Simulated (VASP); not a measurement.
# Ba (Fm-3m) in VASP: further runs

The runs below take Ba through single point, relaxation of cell and atoms, with PBE.

Everything below comes from runs of VASP 6.6.1. Logs are shortened: lines on timing, memory, paths and dates and some standing lists are left out, and cuts for length are marked.

## 1. The cell of the first run

The structure is cubic, space group Fm-3m (No. 225). The conventional cell has a = 6.349 Å, b = 6.349 Å, c = 6.349 Å, α = 90.00°, β = 90.00°, γ = 90.00°. Ba (site symmetry m-3m) has 12 Ba at 4.49 Å within 5.9 Å.

## 2. Single point, PBE

The input, INCAR:

```
PREC = Accurate
ENCUT = 520
EDIFF = 1E-6
ISMEAR = 0
SIGMA = 0.1
LREAL = F
LASPH = T
NELM = 60
ALGO = Normal
ISIF = 2
LWAVE = F
LCHARG = T
GGA = PE
LELF = T
LVHAR = T
NBANDS = 11
```

The input, KPOINTS:

```
regular mesh
0
Gamma
  12 12 12
```

The input, POSCAR:

```
Ba
1.0
    0.0000000000      3.1746799032      3.1746799032
    3.1746799032      0.0000000000      3.1746799032
    3.1746799032      3.1746799032      0.0000000000
Ba
1
Direct
    0.0000000000      0.0000000000      0.0000000000
```

Potentials or basis: VASP PAW PBE potentials, release 64 (Ba_sv).

The run is started by

```console
> cat potpaw_PBE.64/Ba_sv/POTCAR > POTCAR
> mpirun -np 1 vasp_std > vasp.out
```

OUTCAR:

```text
PREC = Accurate
   ENCUT = 520
   EDIFF = 1E-6
   ISMEAR = 0
   LREAL = F
   LASPH = T
   NELM = 60
   ISIF = 2
   GGA = PE

 ion  position               nearest neighbor table
   1  0.000  0.000  0.000-

  LATTYP: Found a face centered cubic cell.
 ALAT       =     6.3493598064

  Lattice vectors:

 A1 = (   0.0000000000,   3.1746799032,   3.1746799032)
 A2 = (   3.1746799032,   0.0000000000,   3.1746799032)
 A3 = (   3.1746799032,   3.1746799032,   0.0000000000)

Analysis of symmetry for initial positions (statically):
=====================================================================
 Subroutine PRICEL returns:
 Original cell was already a primitive cell.

 Routine SETGRP: Setting up the symmetry group for a
 face centered cubic supercell.

 Subroutine GETGRP returns: Found 48 space group operations
 (whereof 48 operations were pure point group operations)
 out of a pool of 48 trial point group operations.

The static configuration has the point symmetry O_h .

Analysis of symmetry for dynamics (positions and initial velocities):
=====================================================================
 Subroutine PRICEL returns:
 Original cell was already a primitive cell.

 Routine SETGRP: Setting up the symmetry group for a
 face centered cubic supercell.

 Subroutine GETGRP returns: Found 48 space group operations
 (whereof 48 operations were pure point group operations)
 out of a pool of 48 trial point group operations.

The dynamic configuration has the point symmetry O_h .

 Subroutine INISYM returns: Found 48 space group operations
 (whereof 48 operations are pure point group operations),
 and found     1 'primitive' translations

----------------------------------------------------------------------------------------

                                     Primitive cell

  volume of cell :      63.9926

  direct lattice vectors                    reciprocal lattice vectors
     0.000000000  3.174679903  3.174679903    -0.157496193  0.157496193  0.157496193
     3.174679903  0.000000000  3.174679903     0.157496193 -0.157496193  0.157496193
     3.174679903  3.174679903  0.000000000     0.157496193  0.157496193 -0.157496193

  length of vectors
     4.489675375  4.489675375  4.489675375     0.272791409  0.272791409  0.272791409

  position of ions in fractional coordinates (direct lattice)
     0.000000000  0.000000000  0.000000000

[... 80 lines left out ...]
   NFREE  =      0    steps in history (QN), initial steepest desc. (CG)
   ISIF   =      2    stress and relaxation
   ISYM   =      2    0-nonsym 1-usesym 2-fastsym
   POTIM  = 0.5000    time-step for ionic-motion
   TEBEG  =    0.0;   TEEND  =   0.0 temperature during run
   PSTRESS=    0.0 pullay stress
   NELECT =      10.0000    total number of electrons
   NUPDOWN=      -1.0000    fix difference up-down
   EMIN   =  10.00;   EMAX   =-10.00  energy-range for DOS
   EFERMI =   0.00;   METHOD = LEGACY
   ISMEAR =     0;   SIGMA  =   0.10  broadening in eV -4-tet -1-fermi 0-gaus
   EFERMI_NEDOS =   21; number of points for ismear=-14 and -15
   IALGO  =     38    algorithm
   IMIX   =      4    mixing-type and parameters
     AMIX     =   0.40;   BMIX     =  1.00
     AMIX_MAG =   1.60;   BMIX_MAG =  1.00
  volume/ion in A,a.u.               =      63.99       431.84
  Fermi-wavevector in a.u.,A,eV,Ry     =   0.881789  1.666340 10.579245  0.777553
  Thomas-Fermi vector in A             =   2.002333
   LORBIT       =      0    0 simple, 1 ext, 2 COOP (PROOUT), +10 PAW based schemes
   GGA     = PE    functional components
   LHFCALC =     F    Hartree Fock is set to
   AEXX    =    0.0000 exact exchange contribution
   IVDW    =     0    specifies the selected vdW correction
   LEPSILON=     F    determine dielectric tensor
   LRPA    =     F    only Hartree local field effects (RPA)
 non-spin polarized calculation
 Gauss-broadening in eV      SIGMA  =   0.10
  energy-cutoff  :      520.00
  volume of cell :       63.99
 maximum number of plane-waves:      1759
 NGX is ok and might be reduce to    36
   NGX = 17   NGY = 17   NGZ = 17

 number of electron      10.0000000 magnetization

 Free energy of the ion-electron system (eV)
  ---------------------------------------------------
  ext. energy  EPLUGINS =         0.00000000
  ---------------------------------------------------
  free energy    TOTEN  =        -1.89530409 eV

  energy without entropy =       -1.88768050  energy(sigma->0) =       -1.89149229

 E-fermi :   1.6554     XC(G=0):  -7.3583

 val. band max:        1.6546911748   @ k =  -0.4167   0.4167   0.0000
 cond. band min:       1.6583839978   @ k =  -0.3333   0.3333   0.0000
 fundamental gap:      0.0036928230
 Fermi energy:         1.6553603644

 k-point     1 :       0.0000    0.0000    0.0000
  band No.  band energies     occupation
      1     -27.2965      2.00000
      2     -12.2593      2.00000
      3     -12.2593      2.00000
      4     -12.2593      2.00000
      5      -1.1505      2.00000
      6       3.3862      0.00000
      7       3.3862      0.00000
      8       3.3862      0.00000
      9       4.9224      0.00000
     10       4.9224      0.00000
     11       7.5922      0.00000
[... 309 lines left out ...]
 k-point    24 :      -0.4167    0.1667    0.0000
  band No.  band energies     occupation
      1     -27.2554      2.00000
      2     -12.6561      2.00000
      3     -12.3979      2.00000
      4     -12.3332      2.00000
      5       1.0961      2.00000
      6       2.2303      0.00000
      7       2.8897      0.00000
      8       3.6115      0.00000
      9       5.7415      0.00000
     10       6.3423      0.00000
     11       7.2685      0.00000

 [... further k-points ...]

------------------------ aborting loop because EDIFF is reached ----------------------------------------

  FORCE on cell =-STRESS in cart. coord.  units (eV):
  Direction    XX          YY          ZZ          XY          YZ          ZX
  --------------------------------------------------------------------------------------
  -------------------------------------------------------------------------------------
  Total        0.0215422      0.0215422      0.0215422     -0.0000000     -0.0000000      0.0000000
  in kB        0.5393489      0.5393489      0.5393489     -0.0000000     -0.0000000      0.0000000
  external PRESSURE =       0.5393489 kB  Pullay stress =       0.0000000 kB

 VOLUME and BASIS-vectors are now :
 -----------------------------------------------------------------------------
  energy-cutoff  :      520.00
  volume of cell :       63.99
      direct lattice vectors                 reciprocal lattice vectors
     0.000000000  3.174679903  3.174679903    -0.157496193  0.157496193  0.157496193
     3.174679903  0.000000000  3.174679903     0.157496193 -0.157496193  0.157496193
     3.174679903  3.174679903  0.000000000     0.157496193  0.157496193 -0.157496193

 POSITION                                       TOTAL-FORCE (eV/Angst)
 -----------------------------------------------------------------------------------
      0.00000      0.00000      0.00000         0.000000      0.000000     -0.000000
 -----------------------------------------------------------------------------------
    total drift:                                0.000000      0.000000      0.000000

  FREE ENERGIE OF THE ION-ELECTRON SYSTEM (eV)
  ---------------------------------------------------
  free  energy   TOTEN  =        -1.8953040890 eV

  energy  without entropy=       -1.8876804964  energy(sigma->0) =       -1.89149229
```

It took 32 s on 1 thread of Intel Xeon Platinum 8488C (Sapphire Rapids), shared host; peak memory 0.22 GiB.

Results:

- Free energy: -1.8953 eV
- Pressure: 0.1 GPa
- Band gap on the k mesh: zero (band 5 reaches 1.77 eV, above the bottom of band 6 at 1.47 eV)

Caveat: spin-orbit coupling is left out, which moves the levels of the heavy elements.

## 3. Relaxation of cell and atoms, PBE

This run uses another cell than the first one, of 61.71 Å³/atom, 0.964 times its volume.

The input, INCAR:

```
SYSTEM = Ba
ALGO = Normal ; EDIFF = 1E-6
EDIFFG = -0.01 ; ENCUT = 600
GGA = PE ; IBRION = 2
ISIF = 3 ; ISMEAR = 0
LASPH = .TRUE. ; LCHARG = .FALSE.
LREAL = .FALSE. ; LWAVE = .FALSE.
NELM = 60 ; NSW = 80
PREC = Accurate ; SIGMA = 0.1
```

The input, KPOINTS:

```
k-points
0
G
  12 12 12
  0 0 0
```

The input, POSCAR:

```
Ba
1.0
    0.0000000000      3.1364197780      3.1364197780
    3.1364197780      0.0000000000      3.1364197780
    3.1364197780      3.1364197780      0.0000000000
Ba
1
Direct
    0.0000000000      0.0000000000      0.0000000000
```

Potentials or basis: VASP PAW PBE potentials, release 64 (Ba_sv).

The run is started by

```console
> cat potpaw_PBE.64/Ba_sv/POTCAR > POTCAR
> mpirun -np 1 vasp_std > vasp.out
```

Run time: 93 s. Hardware: 1 thread of Intel Xeon Platinum 8488C (Sapphire Rapids), shared host; peak memory 0.23 GiB.

Results (log left out):

```
Free energy                            : -1.8954 eV
Relaxed volume                         : 64.36 Å³/atom
Relaxed cell                           : a = 4.498 Å, b = 4.498 Å, c = 4.498 Å, α = 60.00°, β = 60.00°, γ = 60.00°
Space group after relaxing (to 0.05 Å) : Fm-3m (No. 225)
Energy gained by relaxing              : 3.1 meV/atom
Ionic steps                            : 4
Pressure after relaxing                : 0.0 GPa
Band gap on the k mesh                 : zero (band 5 reaches 1.75 eV, above the bottom of band 6 at 1.46 eV)
```

Step by step:
| step | energy change (eV) | largest force (eV/Å) | pressure (GPa) | volume (Å³) |
| --- | --- | --- | --- | --- |
| 1 | 0.0000 | 0.0000 | 0.39 | 61.71 |
| 2 | -0.0024 | 0.0000 | 0.18 | 63.06 |
| 3 | -0.0029 | 0.0000 | -0.09 | 65.03 |
| 4 | -0.0031 | 0.0000 | -0.01 | 64.36 |

Final structure:
```
Ba
1.0
     0.00000    3.18076    3.18076
     3.18076    0.00000    3.18076
     3.18076    3.18076    0.00000
Ba
1
Direct
  0.00000 0.00000 0.00000
```

Levels at points of the mesh, in eV from the Fermi level:
| k point | band 3 | band 4 | band 5 | band 6 | band 7 | band 8 |
| --- | --- | --- | --- | --- | --- | --- |
| (0.00, 0.00, 0.00) | -13.93 | -13.93 | -2.80 | 1.72 | 1.72 | 1.72 |
| (0.50, 0.00, 0.00) | -13.99 | -13.99 | -0.98 | 0.97 | 1.58 | 1.58 |
| (0.50, 0.50, 0.00) | -14.08 | -14.08 | -0.82 | -0.18 | 1.96 | 4.43 |

Caveat: spin-orbit coupling is left out, which moves the levels of the heavy elements.
